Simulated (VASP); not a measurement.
Crystal: SnSe.

```
CELL_PARAMETERS angstrom
0.00000 3.06903 3.06903
3.06903 0.00000 3.06903
3.06903 3.06903 0.00000
ATOMIC_POSITIONS crystal
Sn 0.00000 0.00000 0.00000
Se 0.50000 0.50000 0.50000
```

Base run:

- Program: VASP 6.6.1
- Functional: b88 exchange, pbe correlation
- Potentials or basis: VASP PAW PBE potentials, release 64 (Sn_d, Se)
- Cutoff: 500 eV
- k mesh: 8 × 8 × 8
- Occupations: fermi-dirac, width 0.05 eV
- Spin: no spin polarisation

Its results: band gap on the k mesh 0.33 eV; pressure -2.0 GPa.

Q: The run is repeated on the same cell with these changes: functional from b88 exchange, pbe correlation to PBE0; cutoff from 500 eV to 520 eV; k mesh from 8 × 8 × 8 to 6 × 6 × 6. What comes out?

A: Band gap on the k mesh 0.39 eV; pressure -3.3 GPa.

Several settings changed at once.

Caveats: the PAW data sets were made with another functional, which shifts forces and pressure a little; spin-orbit coupling is left out, which moves the levels of the heavy elements; the cell stands under tension (at least some runs).

A k mesh can miss the band edges.
